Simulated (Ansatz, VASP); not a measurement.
## Si in VASP and in Ansatz

```
Si
1.0
     4.55214   -2.43471    0.00000
     4.55214    2.43471    0.00000
     0.00000    0.00000    5.32765
Si
8
Direct
  0.50000 0.50000 0.77051
  0.50000 0.50000 0.22949
  0.00000 0.00000 0.27051
  0.00000 0.00000 0.72949
  0.80855 0.62657 0.50000
  0.22622 0.22622 0.00000
  0.27378 0.27378 0.50000
  0.77378 0.77378 0.00000
```

Alike in both runs: task single point; functional LDA; k mesh 10 × 10 × 8; occupations gaussian, width 0.15 eV; no spin polarisation.

|  | VASP | Ansatz |
| --- | --- | --- |
| version | VASP 6.6.1 | Ansatz 0.2.0 |
| potentials or method | VASP PAW LDA potentials, release 64 (Si), cutoff 520 eV | scalar-relativistic, plane waves, PAW |
| valence electrons in the cell | 32 | 32 |

```csv
,VASP,Ansatz,Ansatz less VASP
gap on the k mesh at the Fermi level (eV),none,none,-
pressure (GPa),3.6,3.6,-0.08
"traceless stress, the component that is largest in VASP (GPa)",7.62,7.62,+0.001
rms of the force components (eV/Å),1.420,1.420,-0.0004
```

LDA's correlation is that of Perdew and Zunger in VASP and of Perdew and Wang (1992) in Ansatz. Atom by atom the forces differ by 0.001 eV/Å (rms over components). A gap of «none» marks a metal or a gap that the smearing closes.
